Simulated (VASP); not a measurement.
Write the native input for VASP 6.6.1 that does the following.

```yaml
Task: single point
Functional: PBE
Potentials_or_basis: VASP PAW PBE potentials, release 64 (Ba_sv, Zr_sv, O)
Cutoff: 520 eV
k_mesh: 6 × 6 × 6
Occupations: gaussian, width 0.02 eV
Spin: no spin polarisation
Dipole_correction: no
Further_INCAR_settings: ALGO = Normal; EDIFF = 1e-06; NBANDS = 28
```

The structure of BaZrO3 lies in POSCAR:

```
BaZrO3
1.0
    4.2269242802      0.0000000000      0.0000000000
    0.0000000000      4.2269242802      0.0000000000
    0.0000000000      0.0000000000      4.2269242802
Ba Zr O
1 1 3
Direct
    0.0000000000      0.0000000000      0.0000000000
    0.5000000000      0.5000000000      0.5000000000
    0.0000000000      0.5000000000      0.5000000000
    0.5000000000      0.0000000000      0.5000000000
    0.5000000000      0.5000000000      0.0000000000
```

One way to write it, as run:

INCAR

```
SYSTEM = BaZrO3
  PREC = Accurate
  ENCUT = 520
  EDIFF = 1E-6
  ISMEAR = 0
  SIGMA = 0.02
  LREAL = .FALSE.
  LASPH = .TRUE.
  NELM = 60
  ALGO = Normal
  ISIF = 2
  LWAVE = .FALSE.
  LCHARG = .TRUE.
  GGA = PE
  LELF = .TRUE.
  LVHAR = .TRUE.
  NBANDS = 28
```

KPOINTS

```
regular mesh
0
G
  6 6 6
  0 0 0
```

Potentials or basis: VASP PAW PBE potentials, release 64 (Ba_sv, Zr_sv, O).

Launch:

```sh
$ cat potpaw_PBE.64/Ba_sv/POTCAR potpaw_PBE.64/Zr_sv/POTCAR potpaw_PBE.64/O/POTCAR > POTCAR
$ mpirun -np 1 vasp_std > vasp.out
```

Results of the run:

```yaml
Pressure: 1.0 GPa
Band_gap_on_the_k_mesh: 3.13 eV, indirect (least direct gap 3.38 eV)
```

Caveat: spin-orbit coupling is left out, which moves the levels of the heavy elements.

Wall time 22 s on 1 thread of AMD EPYC 9R45 96-Core Processor (Zen 5), on a shared host, peak memory 0.17 GiB.
